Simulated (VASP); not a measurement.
# Si (Ia-3) in VASP: further runs, part 2 of 2

VASP 6.6.1.

**3. Single point, PBEsol (volume 18.252 Å^3 an atom, c/a of the conventional cell 1.0000)**

The input, INCAR:

```
PREC = Accurate ; ENCUT = 520
EDIFF = 1E-6 ; ISMEAR = 0
SIGMA = 0.15 ; LREAL = False
LASPH = True ; NELM = 80
ALGO = Normal ; ISIF = 2
LWAVE = False ; LCHARG = False
GGA = PS ; NBANDS = 26
```

The input, KPOINTS:

```
Automatic mesh
0
Gamma
  10 10 10
```

The input, POSCAR:

```
Si
1.0
   -3.3172648882      3.3172648882      3.3172648882
    3.3172648882     -3.3172648882      3.3172648882
    3.3172648882      3.3172648882     -3.3172648882
Si
8
Direct
    0.2047947401      0.2047947401      0.2047947401
    0.5000000000      0.0000000000      0.2952052599
    0.2952052599      0.5000000000      0.0000000000
    0.0000000000      0.2952052599      0.5000000000
    0.7952052599      0.7952052599      0.7952052599
    0.5000000000      0.0000000000      0.7047947401
    0.7047947401      0.5000000000      0.0000000000
    0.0000000000      0.7047947401      0.5000000000
```

Potentials or basis: VASP PAW PBE potentials, release 64 (Si).

Run with:

```
cat potpaw_PBE.64/Si/POTCAR > POTCAR
mpirun -np 1 vasp_std > vasp.out
```

OUTCAR:

```text
PREC = Accurate
   ENCUT = 520
   EDIFF = 1E-6
   ISMEAR = 0
   LREAL = False
   LASPH = True
   NELM = 80
   ISIF = 2
   GGA = PS

 ion  position               nearest neighbor table
   1  0.205  0.205  0.205-   5 2.35   4 2.38   2 2.38   3 2.38
   2  0.500  0.000  0.295-   6 2.35   4 2.38   1 2.38   3 2.38
   3  0.295  0.500  0.000-   7 2.35   2 2.38   4 2.38   1 2.38
   4  0.000  0.295  0.500-   8 2.35   3 2.38   1 2.38   2 2.38
[... 913 lines left out ...]
  -------------------------------------------------------------------------------------
  Total       -1.2777350     -1.2777350     -1.2777350      0.0000000      0.0000000      0.0000000
  in kB      -14.0200943    -14.0200943    -14.0200943      0.0000000      0.0000000      0.0000000
  external PRESSURE =     -14.0200943 kB  Pullay stress =       0.0000000 kB

 VOLUME and BASIS-vectors are now :
 -----------------------------------------------------------------------------
  energy-cutoff  :      520.00
  volume of cell :      146.02
      direct lattice vectors                 reciprocal lattice vectors
    -3.317264888  3.317264888  3.317264888     0.000000000  0.150726583  0.150726583
     3.317264888 -3.317264888  3.317264888     0.150726583  0.000000000  0.150726583
     3.317264888  3.317264888 -3.317264888     0.150726583  0.150726583  0.000000000

 POSITION                                       TOTAL-FORCE (eV/Angst)
 -----------------------------------------------------------------------------------
      0.67936      0.67936      0.67936        -0.038965     -0.038965     -0.038965
     -0.67936      2.63791      0.67936         0.038965      0.038965     -0.038965
      0.67936     -0.67936      2.63791        -0.038965      0.038965      0.038965
      2.63791      0.67936     -0.67936         0.038965     -0.038965      0.038965
      2.63791      2.63791      2.63791         0.038965      0.038965      0.038965
      0.67936      3.99662     -0.67936        -0.038965     -0.038965      0.038965
     -0.67936      0.67936      3.99662         0.038965     -0.038965     -0.038965
      3.99662     -0.67936      0.67936        -0.038965      0.038965     -0.038965
 -----------------------------------------------------------------------------------
    total drift:                               -0.000000      0.000000      0.000000

  FREE ENERGIE OF THE ION-ELECTRON SYSTEM (eV)
  ---------------------------------------------------
  free  energy   TOTEN  =       -45.0144950764 eV

  energy  without entropy=      -45.0037019958  energy(sigma->0) =      -45.00909854
```

stdout:

```text
POSCAR found type information on POSCAR Si
 POSCAR found :  1 types and       8 ions
 scaLAPACK will be used
 -----------------------------------------------------------------------------
|                                                                             |
|                                                                             |
|     You enforced a specific xc type in the INCAR file but a different       |
|     I HOPE YOU KNOW WHAT YOU ARE DOING!                                     |
|                                                                             |
 -----------------------------------------------------------------------------

 LDA part: xc-table for (Slater+PW92), standard interpolation
 POSCAR, INCAR and KPOINTS ok, starting setup
 FFT: planning ... GRIDC
 FFT: planning ... GRID_SOFT
 FFT: planning ... GRID
 WAVECAR not read
 entering main loop
```

It took 2 min on 1 thread of Intel Xeon 6975P-C (Granite Rapids), shared host; peak memory 0.4 GiB.

What came out:

```
Free energy            : -45.0145 eV
Pressure               : -1.4 GPa
Largest force          : 0.067 eV/Å
Band gap on the k mesh : zero (band 16 reaches 7.30 eV, above the bottom of band 17 at 7.03 eV)
```

Forces in eV/Å, atoms in the order of the input:
```
Si  -0.039 -0.039 -0.039
Si   0.039  0.039 -0.039
Si  -0.039  0.039  0.039
Si   0.039 -0.039  0.039
Si   0.039  0.039  0.039
Si  -0.039 -0.039  0.039
Si   0.039 -0.039 -0.039
Si  -0.039  0.039 -0.039
```

Caveat: the PAW data sets were made with another functional, which shifts forces and pressure a little.

**4. Single point, PBEsol (volume 18.540 Å^3 an atom, c/a of the conventional cell 1.0000)**

The input, INCAR:

```
SYSTEM = Si
PREC = Accurate
ENCUT = 520
EDIFF = 1E-6
ISMEAR = 0
SIGMA = 0.15
LREAL = .False.
LASPH = .True.
NELM = 100
ALGO = Normal
ISIF = 2
LWAVE = .False.
LCHARG = .False.
GGA = PS
NBANDS = 26
```

The input, KPOINTS:

```
Automatic mesh
0
Gamma
  10 10 10
  0 0 0
```

POSCAR, as its differences from that of step 3:

```diff
@@ -2,5 +2,5 @@
 1.0
-   -3.3172648882      3.3172648882      3.3172648882
-    3.3172648882     -3.3172648882      3.3172648882
-    3.3172648882      3.3172648882     -3.3172648882
+   -3.3346217242      3.3346217242      3.3346217242
+    3.3346217242     -3.3346217242      3.3346217242
+    3.3346217242      3.3346217242     -3.3346217242
 Si
```

Potentials or basis: VASP PAW PBE potentials, release 64 (Si).

Run with:

```
cat potpaw_PBE.64/Si/POTCAR > POTCAR
mpirun -np 1 vasp_std > vasp.out
```

OUTCAR:

```text
SYSTEM = Si
   PREC = Accurate
   ENCUT = 520
   EDIFF = 1E-6
   ISMEAR = 0
   LREAL = .False.
   LASPH = .True.
   NELM = 100
   ISIF = 2
   GGA = PS

 ion  position               nearest neighbor table
   1  0.205  0.205  0.205-   5 2.37   2 2.40   4 2.40   3 2.40
   2  0.500  0.000  0.295-   6 2.37   1 2.40   3 2.40   4 2.40
   3  0.295  0.500  0.000-   7 2.37   2 2.40   4 2.40   1 2.40
   4  0.000  0.295  0.500-   8 2.37   3 2.40   1 2.40   2 2.40
   5  0.795  0.795  0.795-   1 2.37   6 2.40   7 2.40   8 2.40
   6  0.500  0.000  0.705-   2 2.37   5 2.40   7 2.40   8 2.40
   7  0.705  0.500  0.000-   3 2.37   8 2.40   6 2.40   5 2.40
   8  0.000  0.705  0.500-   4 2.37   7 2.40   6 2.40   5 2.40

  LATTYP: Found a body centered cubic cell.
 ALAT       =     6.6692434484

  Lattice vectors:

 A1 = (  -3.3346217242,   3.3346217242,   3.3346217242)
 A2 = (   3.3346217242,  -3.3346217242,   3.3346217242)
 A3 = (   3.3346217242,   3.3346217242,  -3.3346217242)

Analysis of symmetry for initial positions (statically):
[... 195 lines left out ...]
 k-point     1 :       0.0000    0.0000    0.0000
  band No.  band energies     occupation
      1      -5.6868      2.00000
      2      -1.4029      2.00000
      3      -0.9900      2.00000
      4      -0.9900      2.00000
      5      -0.9900      2.00000
      6       0.4864      2.00000
[... 685 lines left out ...]
     25      11.5229      0.00000
     26      11.8789      0.00000

 [... further k-points ...]

------------------------ aborting loop because EDIFF is reached ----------------------------------------

  FORCE on cell =-STRESS in cart. coord.  units (eV):
  Direction    XX          YY          ZZ          XY          YZ          ZX
  --------------------------------------------------------------------------------------
  -------------------------------------------------------------------------------------
  Total       -2.6465109     -2.6465109     -2.6465109      0.0000000      0.0000000      0.0000000
  in kB      -28.5880514    -28.5880514    -28.5880514      0.0000000      0.0000000      0.0000000
  external PRESSURE =     -28.5880514 kB  Pullay stress =       0.0000000 kB

 VOLUME and BASIS-vectors are now :
 -----------------------------------------------------------------------------
  energy-cutoff  :      520.00
  volume of cell :      148.32
      direct lattice vectors                 reciprocal lattice vectors
    -3.334621724  3.334621724  3.334621724     0.000000000  0.149942045  0.149942045
     3.334621724 -3.334621724  3.334621724     0.149942045  0.000000000  0.149942045
     3.334621724  3.334621724 -3.334621724     0.149942045  0.149942045  0.000000000

 POSITION                                       TOTAL-FORCE (eV/Angst)
 -----------------------------------------------------------------------------------
      0.68291      0.68291      0.68291        -0.076231     -0.076231     -0.076231
     -0.68291      2.65171      0.68291         0.076231      0.076231     -0.076231
      0.68291     -0.68291      2.65171        -0.076231      0.076231      0.076231
      2.65171      0.68291     -0.68291         0.076231     -0.076231      0.076231
      2.65171      2.65171      2.65171         0.076231      0.076231      0.076231
      0.68291      4.01753     -0.68291        -0.076231     -0.076231      0.076231
     -0.68291      0.68291      4.01753         0.076231     -0.076231     -0.076231
      4.01753     -0.68291      0.68291        -0.076231      0.076231     -0.076231
 -----------------------------------------------------------------------------------
    total drift:                               -0.000000      0.000000      0.000000

  FREE ENERGIE OF THE ION-ELECTRON SYSTEM (eV)
  ---------------------------------------------------
  free  energy   TOTEN  =       -44.9837960761 eV

  energy  without entropy=      -44.9731275633  energy(sigma->0) =      -44.97846182
```

stdout:

```text
POSCAR found type information on POSCAR Si
 POSCAR found :  1 types and       8 ions
 scaLAPACK will be used
 -----------------------------------------------------------------------------
|                                                                             |
|                                                                             |
|     You enforced a specific xc type in the INCAR file but a different       |
|     I HOPE YOU KNOW WHAT YOU ARE DOING!                                     |
|                                                                             |
 -----------------------------------------------------------------------------

 LDA part: xc-table for (Slater+PW92), standard interpolation
 POSCAR, INCAR and KPOINTS ok, starting setup
 FFT: planning ... GRIDC
 FFT: planning ... GRID_SOFT
 FFT: planning ... GRID
 WAVECAR not read
 entering main loop
```

Run time: 2.1 min. Hardware: 1 thread of Intel Xeon 6975P-C (Granite Rapids), shared host; peak memory 0.39 GiB.

Results:

| Property | Result |
| --- | --- |
| Free energy | -44.9838 eV |
| Pressure | -2.9 GPa |
| Largest force | 0.132 eV/Å |
| Band gap on the k mesh | zero (band 16 reaches 7.12 eV, above the bottom of band 17 at 6.86 eV) |

Forces on the atoms (eV/Å):
```
Si  -0.076 -0.076 -0.076
Si   0.076  0.076 -0.076
Si  -0.076  0.076  0.076
Si   0.076 -0.076  0.076
Si   0.076  0.076  0.076
Si  -0.076 -0.076  0.076
Si   0.076 -0.076 -0.076
Si  -0.076  0.076 -0.076
```

Caveat: the PAW data sets were made with another functional, which shifts forces and pressure a little.

**5. Summary**

| cell | gap on the mesh (eV) | pressure (GPa) | largest force (eV/Å) |
| --- | --- | --- | --- |
| a = 5.685 Å, angles 109.5°, 8 atoms | none | 1.9 | 0.07 |
| a = 5.746 Å, angles 109.5°, 8 atoms | none | -1.4 | 0.07 |
| a = 5.776 Å, angles 109.5°, 8 atoms | none | -2.9 | 0.13 |

Alike in all rows: task single point; level PBEsol; potentials or basis VASP PAW PBE potentials, release 64 (Si); no spin polarisation; k mesh 10 × 10 × 10; cutoff (eV) 520; smearing gaussian 0.15 eV.

Caveats: the PAW data sets were made with another functional, which shifts forces and pressure a little.

Total energies depend on the potentials used, so only differences within one code and one set of settings carry meaning.
